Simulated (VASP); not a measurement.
# Zn (P6_3/mmc) in VASP: a series of runs, part 2 of 2

VASP 6.6.1.

## Step 3: Single point, PBEsol-based screened hybrid

The input, POSCAR:

```
Zn
1.0
    2.6700000000      0.0000000000      0.0000000000
   -1.3350000000      2.3122878281      0.0000000000
    0.0000000000      0.0000000000      4.9660000000
Zn
2
Direct
    0.6666666667      0.3333333333      0.7500000000
    0.3333333333      0.6666666667      0.2500000000
```

The input, INCAR.step1:

```
PREC = Accurate
ENCUT = 520
EDIFF = 1E-5
ISMEAR = -1
SIGMA = 0.05
LREAL = False
LASPH = True
NELM = 100
ALGO = Normal
ISIF = 2
LWAVE = True
LCHARG = False
GGA = PE
NBANDS = 19
```

The input, INCAR.step2:

```
PREC = Accurate
ENCUT = 520
EDIFF = 1E-7
ISMEAR = -1
SIGMA = 0.05
LREAL = False
LASPH = True
NELM = 100
ALGO = Normal
ISIF = 2
LWAVE = False
LCHARG = False
GGA = PS
LHFCALC = True
AEXX = 0.25
HFSCREEN = 0.207
PRECFOCK = Normal
ISTART = 1
NBANDS = 19
```

The input, KPOINTS:

```
Automatic mesh
0
Gamma
  6 6 3
```

Potentials or basis: VASP PAW PBE potentials, release 64 (Zn).

On the command line:

```sh
cat potpaw_PBE.64/Zn/POTCAR > POTCAR
cp INCAR.step1 INCAR
mpirun -np 1 vasp_std > vasp.out
cp INCAR.step2 INCAR
mpirun -np 1 vasp_std > vasp.out
```

OUTCAR:

```text
PREC = Accurate
   ENCUT = 520
   EDIFF = 1E-7
   ISMEAR = -1
   LREAL = False
   LASPH = True
   NELM = 100
   ISIF = 2
   GGA = PS
   LHFCALC = True
   AEXX = 0.25
   HFSCREEN = 0.207
   PRECFOCK = Normal
   ISTART = 1

 ion  position               nearest neighbor table
   1  0.667  0.333  0.750-   2 2.92   2 2.92   2 2.92   2 2.92   2 2.92   2 2.92
   2  0.333  0.667  0.250-   1 2.92   1 2.92   1 2.92   1 2.92   1 2.92   1 2.92

  LATTYP: Found a hexagonal cell.
 ALAT       =     2.6700000000
 C/A-ratio  =     1.8599250936

  Lattice vectors:

 A1 = (   2.6700000000,   0.0000000000,   0.0000000000)
 A2 = (  -1.3350000000,   2.3122878281,   0.0000000000)
 A3 = (   0.0000000000,   0.0000000000,   4.9660000000)

Analysis of symmetry for initial positions (statically):
=====================================================================
 Subroutine PRICEL returns:
 Original cell was already a primitive cell.

 Routine SETGRP: Setting up the symmetry group for a
 hexagonal supercell.

 Subroutine GETGRP returns: Found 24 space group operations
 (whereof 12 operations were pure point group operations)
 out of a pool of 24 trial point group operations.

The static configuration has the point symmetry D_3d.
 The point group associated with its full space group is D_6h.

Analysis of symmetry for dynamics (positions and initial velocities):
=====================================================================
 Subroutine PRICEL returns:
 Original cell was already a primitive cell.

 Routine SETGRP: Setting up the symmetry group for a
 hexagonal supercell.

 Subroutine GETGRP returns: Found 24 space group operations
 (whereof 12 operations were pure point group operations)
 out of a pool of 24 trial point group operations.

[... 111 lines left out ...]
  volume/ion in A,a.u.               =      15.33       103.45
  Fermi-wavevector in a.u.,A,eV,Ry     =   1.508778  2.851177 30.972445  2.276410
  Thomas-Fermi vector in A             =   2.619187
   LORBIT       =      0    0 simple, 1 ext, 2 COOP (PROOUT), +10 PAW based schemes
   GGA     = PS    functional components
   LHFCALC =     T    Hartree Fock is set to
   PRECFOCK=normal    Normal, Fast or Accurate (Low or Medium for compatibility)
   ENCUT4O =  -1.0   cutoff for four orbital integrals eV
   NKREDX  =     1    reduce k-point grid by
   NKREDY  =     1    reduce k-point grid by
   NKREDZ  =     1    reduce k-point grid by
   AEXX    =    0.2500 exact exchange contribution
   HFSCREEN=    0.2070 screening length (either q_TF or 0.3 A-1)
   HFSCREENC=   0.2070 screening length for correlation (either q_TF or 0.3 A-1)
   ENCUTFOCK=  -1.0 apply spherical cutoff to Coloumb kernel
   IVDW    =     0    specifies the selected vdW correction
   LEPSILON=     F    determine dielectric tensor
   LRPA    =     F    only Hartree local field effects (RPA)
 non-spin polarized calculation
  energy-cutoff  :      520.00
  volume of cell :       30.66
 maximum number of plane-waves:       855
 NGX is ok and might be reduce to    20
  NGX = 16; NGY = 16; NGZ = 28

 number of electron      24.0000011 magnetization

 Free energy of the ion-electron system (eV)
  ---------------------------------------------------
  ext. energy  EPLUGINS =         0.00000000
  ---------------------------------------------------
  free energy    TOTEN  =        -3.10162750 eV

  energy without entropy =       -3.09809717  energy(sigma->0) =       -3.09986233

 E-fermi :   3.2543     XC(G=0):  -9.5184

 val. band max:        3.1802917449   @ k =   0.3333   0.0000   0.0000
 cond. band min:       3.4934513175   @ k =   0.3333   0.1667   0.0000
 fundamental gap:      0.3131595726
 Fermi energy:         3.2542661758

 k-point     1 :       0.0000    0.0000    0.0000
  band No.  band energies     occupation
      1      -8.7908      2.00000
      2      -7.7627      2.00000
      3      -7.2341      2.00000
      4      -7.0161      2.00000
      5      -7.0161      2.00000
      6      -6.9682      2.00000
[... 285 lines left out ...]
      6      -6.9387      2.00000
[... 11 lines left out ...]
     18      14.3447      0.00000
     19      15.5498      0.00000

------------------------ aborting loop because EDIFF is reached ----------------------------------------

  FORCE on cell =-STRESS in cart. coord.  units (eV):
  Direction    XX          YY          ZZ          XY          YZ          ZX
  --------------------------------------------------------------------------------------
  -------------------------------------------------------------------------------------
  Total       -1.2517018     -1.2517018      0.3305932      0.0000000     -0.0000000      0.0000000
  in kB      -65.4111182    -65.4111182     17.2760554      0.0000000     -0.0000000      0.0000000
  external PRESSURE =     -37.8487270 kB  Pullay stress =       0.0000000 kB

 VOLUME and BASIS-vectors are now :
 -----------------------------------------------------------------------------
  energy-cutoff  :      520.00
  volume of cell :       30.66
      direct lattice vectors                 reciprocal lattice vectors
     2.670000000  0.000000000  0.000000000     0.374531835  0.216236056  0.000000000
    -1.335000000  2.312287828  0.000000000     0.000000000  0.432472112  0.000000000
     0.000000000  0.000000000  4.966000000     0.000000000  0.000000000  0.201369311

 POSITION                                       TOTAL-FORCE (eV/Angst)
 -----------------------------------------------------------------------------------
      1.33500      0.77076      3.72450        -0.000000      0.000000      0.000000
     -0.00000      1.54153      1.24150         0.000000      0.000000      0.000000
 -----------------------------------------------------------------------------------
    total drift:                                0.000000      0.000000      0.000000

  FREE ENERGIE OF THE ION-ELECTRON SYSTEM (eV)
  ---------------------------------------------------
  free  energy   TOTEN  =        -3.1016274987 eV

  energy  without entropy=       -3.0980971680  energy(sigma->0) =       -3.09986233
```

OSZICAR.step1:

```text
N       E                     dE             d eps       ncg     rms          rms(c)
DAV:   1     0.111470427168E+03    0.11147E+03   -0.12269E+04   548   0.199E+03
DAV:   2     0.247851119676E+01   -0.10899E+03   -0.10526E+03   551   0.292E+02
DAV:   3    -0.237178260783E+01   -0.48503E+01   -0.48259E+01   603   0.679E+01
DAV:   4    -0.240153577204E+01   -0.29753E-01   -0.29745E-01   607   0.553E+00
DAV:   5    -0.240157134031E+01   -0.35568E-04   -0.35568E-04   583   0.174E-01    0.392E+00
DAV:   6    -0.221122699837E+01    0.19034E+00   -0.75278E-01   595   0.182E+01    0.298E+00
DAV:   7    -0.220285899211E+01    0.83680E-02   -0.25434E-02   678   0.264E+00    0.154E+00
DAV:   8    -0.219872869110E+01    0.41303E-02   -0.16670E-03   748   0.570E-01    0.456E-02
DAV:   9    -0.219873594097E+01   -0.72499E-05   -0.17654E-04   708   0.163E-01    0.349E-02
DAV:  10    -0.219873968649E+01   -0.37455E-05   -0.17861E-05   488   0.444E-02
   1 F= -.21987397E+01 E0= -.21950922E+01  d E =-.729507E-02
```

Wall time 12 min (1 thread of Intel Xeon 6975P-C (Granite Rapids), shared host); peak memory 0.24 GiB.

Results:

```
Free energy            : -3.1016 eV
Pressure               : -3.8 GPa
Band gap on the k mesh : zero (band 12 reaches 3.53 eV, above the bottom of band 13 at -0.77 eV)
```

Levels at points of the mesh, in eV from the Fermi level:
| k point | band 9 | band 10 | band 11 | band 12 | band 13 | band 14 | band 15 | band 16 |
| --- | --- | --- | --- | --- | --- | --- | --- | --- |
| (0.00, 0.00, 0.00) | -9.89 | -9.68 | -9.68 | -4.48 | -4.02 | 14.19 | 17.74 | 18.25 |
| (0.50, 0.00, 0.00) | -9.47 | -9.45 | -3.58 | -2.84 | 2.65 | 3.56 | 4.30 | 5.72 |

Caveat: the k points lie up to 0.45 Å⁻¹ apart; the PAW data sets were made with another functional, which shifts forces and pressure a little.

## Step 4: Single point, LDA

This run uses another cell than the first one, of 13.36 Å³/atom, 0.872 times its volume.

The input, INCAR:

```
ALGO = Normal ; EDIFF = 1E-7
ENCUT = 520 ; ISIF = 2
ISMEAR = -1 ; LASPH = T
LCHARG = F ; LREAL = F
LWAVE = F ; NBANDS = 19
NELM = 80 ; PREC = Accurate
SIGMA = 0.05
```

The input, KPOINTS:

```
k-points
0
Gamma
  11 11 6
```

The input, POSCAR:

```
Zn
1.0
    2.6536169791      0.0000000000      0.0000000000
   -1.3268084895      2.2980997158      0.0000000000
    0.0000000000      0.0000000000      4.3816327323
Zn
2
Direct
    0.6666666667      0.3333333333      0.7500000000
    0.3333333333      0.6666666667      0.2500000000
```

Potentials or basis: VASP PAW LDA potentials, release 64 (Zn).

On the command line:

```sh
cat potpaw_LDA.64/Zn/POTCAR > POTCAR
mpirun -np 1 vasp_std > vasp.out
```

OUTCAR:

```text
EDIFF = 1E-7
   ENCUT = 520
   ISIF = 2
   ISMEAR = -1
   LASPH = T
   LREAL = F
   NELM = 80
   PREC = Accurate

 ion  position               nearest neighbor table
   1  0.667  0.333  0.750-   2 2.67   2 2.67   2 2.67   2 2.67   2 2.67   2 2.67
   2  0.333  0.667  0.250-   1 2.67   1 2.67   1 2.67   1 2.67   1 2.67   1 2.67

  LATTYP: Found a hexagonal cell.
 ALAT       =     2.6536169791
 C/A-ratio  =     1.6511926050

  Lattice vectors:

 A1 = (   2.6536169791,   0.0000000000,   0.0000000000)
 A2 = (  -1.3268084895,   2.2980997158,   0.0000000000)
 A3 = (   0.0000000000,   0.0000000000,   4.3816327323)

Analysis of symmetry for initial positions (statically):
=====================================================================
 Subroutine PRICEL returns:
 Original cell was already a primitive cell.

 Routine SETGRP: Setting up the symmetry group for a
 hexagonal supercell.

 Subroutine GETGRP returns: Found 24 space group operations
 (whereof 12 operations were pure point group operations)
 out of a pool of 24 trial point group operations.

The static configuration has the point symmetry D_3d.
 The point group associated with its full space group is D_6h.

Analysis of symmetry for dynamics (positions and initial velocities):
=====================================================================
 Subroutine PRICEL returns:
 Original cell was already a primitive cell.

 Routine SETGRP: Setting up the symmetry group for a
 hexagonal supercell.

 Subroutine GETGRP returns: Found 24 space group operations
 (whereof 12 operations were pure point group operations)
 out of a pool of 24 trial point group operations.

The dynamic configuration has the point symmetry D_3d.
 The point group associated with its full space group is D_6h.

 Subroutine INISYM returns: Found 24 space group operations
[... 105 lines left out ...]
   POTIM  = 0.5000    time-step for ionic-motion
   TEBEG  =    0.0;   TEEND  =   0.0 temperature during run
   PSTRESS=    0.0 pullay stress
   NELECT =      24.0000    total number of electrons
   NUPDOWN=      -1.0000    fix difference up-down
   EMIN   =  10.00;   EMAX   =-10.00  energy-range for DOS
   EFERMI =   0.00;   METHOD = LEGACY
   ISMEAR =    -1;   SIGMA  =   0.05  broadening in eV -4-tet -1-fermi 0-gaus
   EFERMI_NEDOS =   21; number of points for ismear=-14 and -15
   IALGO  =     38    algorithm
   IMIX   =      4    mixing-type and parameters
     AMIX     =   0.40;   BMIX     =  1.00
     AMIX_MAG =   1.60;   BMIX_MAG =  1.00
  volume/ion in A,a.u.               =      13.36        90.16
  Fermi-wavevector in a.u.,A,eV,Ry     =   1.579541  2.984900 33.945850  2.494950
  Thomas-Fermi vector in A             =   2.679905
   LORBIT       =      0    0 simple, 1 ext, 2 COOP (PROOUT), +10 PAW based schemes
   GGA     = CA    functional components
   LHFCALC =     F    Hartree Fock is set to
   AEXX    =    0.0000 exact exchange contribution
   IVDW    =     0    specifies the selected vdW correction
   LEPSILON=     F    determine dielectric tensor
   LRPA    =     F    only Hartree local field effects (RPA)
 non-spin polarized calculation
  energy-cutoff  :      520.00
  volume of cell :       26.72
 maximum number of plane-waves:       746
 NGX is ok and might be reduce to    20
   NGX =  9   NGY =  9   NGZ = 17

 number of electron      24.0000000 magnetization

 Free energy of the ion-electron system (eV)
  ---------------------------------------------------
  ext. energy  EPLUGINS =         0.00000000
  ---------------------------------------------------
  free energy    TOTEN  =        -3.76518322 eV

  energy without entropy =       -3.76294517  energy(sigma->0) =       -3.76406420

 E-fermi :   4.0679     XC(G=0): -12.6054

 val. band max:        4.0526517855   @ k =   0.4545  -0.0000   0.3333
 cond. band min:       4.1907243805   @ k =   0.1818   0.1818   0.0000
 fundamental gap:      0.1380725951
 Fermi energy:         4.0678559111

 k-point     1 :       0.0000    0.0000    0.0000
  band No.  band energies     occupation
      1      -7.5960      2.00000
      2      -5.2220      2.00000
      3      -4.2811      2.00000
      4      -4.2022      2.00000
      5      -4.2022      2.00000
      6      -4.0950      2.00000
[... 505 lines left out ...]
      6      -4.0827      2.00000
[... 11 lines left out ...]
     18      20.4660      0.00000
     19      21.7470      0.00000

 [... further k-points ...]
[... 5 lines left out ...]
  --------------------------------------------------------------------------------------
  -------------------------------------------------------------------------------------
  Total        0.1187552      0.1187552      0.1173300      0.0000000     -0.0000000      0.0000000
  in kB        7.1206585      7.1206585      7.0351999      0.0000000     -0.0000000      0.0000000
  external PRESSURE =       7.0921723 kB  Pullay stress =       0.0000000 kB

 VOLUME and BASIS-vectors are now :
 -----------------------------------------------------------------------------
  energy-cutoff  :      520.00
  volume of cell :       26.72
      direct lattice vectors                 reciprocal lattice vectors
     2.653616979  0.000000000  0.000000000     0.376844137  0.217571064  0.000000000
    -1.326808490  2.298099716  0.000000000     0.000000000  0.435142128  0.000000000
     0.000000000  0.000000000  4.381632732     0.000000000  0.000000000  0.228225427

 POSITION                                       TOTAL-FORCE (eV/Angst)
 -----------------------------------------------------------------------------------
      1.32681      0.76603      3.28622        -0.000000     -0.000000      0.000000
     -0.00000      1.53207      1.09541         0.000000      0.000000      0.000000
 -----------------------------------------------------------------------------------
    total drift:                               -0.000000      0.000000      0.000000

  FREE ENERGIE OF THE ION-ELECTRON SYSTEM (eV)
  ---------------------------------------------------
  free  energy   TOTEN  =        -3.7651832247 eV

  energy  without entropy=       -3.7629451672  energy(sigma->0) =       -3.76406420
```

Run time: 9.9 s. Hardware: 1 thread of Intel Xeon 6975P-C (Granite Rapids), shared host; peak memory 0.14 GiB.

What came out:

* Free energy: -3.7652 eV
* Pressure: 0.7 GPa
* Band gap on the k mesh: zero (band 12 reaches 5.41 eV, above the bottom of band 13 at 2.46 eV)

## Step 5: Single point, PBEsol

This run uses another cell than the first one, of 14.03 Å³/atom, 0.915 times its volume.

The input, INCAR:

```
PREC = Accurate ; ENCUT = 520
EDIFF = 1E-6 ; ISMEAR = -1
SIGMA = 0.05 ; LREAL = F
LASPH = T ; NELM = 60
ALGO = Normal ; ISIF = 2
LWAVE = F ; LCHARG = T
GGA = PS ; LELF = T
LVHAR = T ; NBANDS = 19
```

The input, KPOINTS:

```
regular mesh
0
Gamma
  11 11 6
```

The input, POSCAR:

```
Zn
1.0
    2.6411728876      0.0000000000      0.0000000000
   -1.3205864438      2.2873228164      0.0000000000
    0.0000000000      0.0000000000      4.6439073768
Zn
2
Direct
    0.6666666667      0.3333333333      0.7500000000
    0.3333333333      0.6666666667      0.2500000000
```

Potentials or basis: VASP PAW PBE potentials, release 64 (Zn).

On the command line:

```sh
cat potpaw_PBE.64/Zn/POTCAR > POTCAR
mpirun -np 1 vasp_std > vasp.out
```

Run time: 10 s. Hardware: 1 thread of Intel Xeon 6975P-C (Granite Rapids), shared host; peak memory 0.15 GiB.

It converged, with:

| Quantity | Value |
| --- | --- |
| Free energy | -3.1698 eV |
| Pressure | 0.5 GPa |
| Band gap on the k mesh | zero (band 12 reaches 5.03 eV, above the bottom of band 13 at 1.24 eV) |

Stress tensor (GPa, compression positive):
```
0.55 0.00 0.00
0.00 0.55 0.00
0.00 0.00 0.39
```

Levels at points of the mesh, in eV from the Fermi level:
| k point | band 8 | band 9 | band 10 | band 11 | band 12 | band 13 | band 14 | band 15 | band 16 | band 17 |
| --- | --- | --- | --- | --- | --- | --- | --- | --- | --- | --- |
| (0.00, 0.00, 0.00) | -7.51 | -7.51 | -7.19 | -7.19 | -3.80 | -2.31 | 16.34 | 17.30 | 17.30 | 18.81 |
| (0.00, 0.00, 0.50) | -7.86 | -7.31 | -7.31 | -7.31 | -7.31 | 5.96 | 5.96 | 18.82 | 18.82 | 18.82 |

Caveat: the PAW data sets were made with another functional, which shifts forces and pressure a little.

## Step 6: Overview

| level | potentials or basis | cell | k mesh | grid for exact exchange (PRECFOCK) | share of exact exchange | screening parameter | gap on the mesh (eV) | pressure (GPa) |
| --- | --- | --- | --- | --- | --- | --- | --- | --- |
| PBE-based screened hybrid | VASP PAW PBE potentials, release 64 (Zn) | a = 2.670, b = 2.670, c = 4.966 Å, angles 90.0, 90.0, 120.0°, 2 atoms | 6 × 6 × 3 | Normal | 0.25 | 0.3 1/Å | none | 0.0 |
| PBEsol-based screened hybrid | VASP PAW PBE potentials, release 64 (Zn) | a = 2.670, b = 2.670, c = 4.966 Å, angles 90.0, 90.0, 120.0°, 2 atoms | 6 × 6 × 3 | Normal | 0.25 | 0.207 1/Å | none | -3.8 |
| LDA | VASP PAW LDA potentials, release 64 (Zn) | a = 2.654, b = 2.654, c = 4.382 Å, angles 90.0, 90.0, 120.0°, 2 atoms | 11 × 11 × 6 | - | - | - | none | 0.7 |
| PBEsol | VASP PAW PBE potentials, release 64 (Zn) | a = 2.641, b = 2.641, c = 4.644 Å, angles 90.0, 90.0, 120.0°, 2 atoms | 11 × 11 × 6 | - | - | - | none | 0.5 |

Alike in all rows: task single point; no spin polarisation; cutoff (eV) 520; smearing fermi-dirac 0.05 eV.

Caveats: some runs use coarse meshes; the PAW data sets were made with another functional, which shifts forces and pressure a little (some runs).

Absolute energies hang on the potentials; compare differences alone.
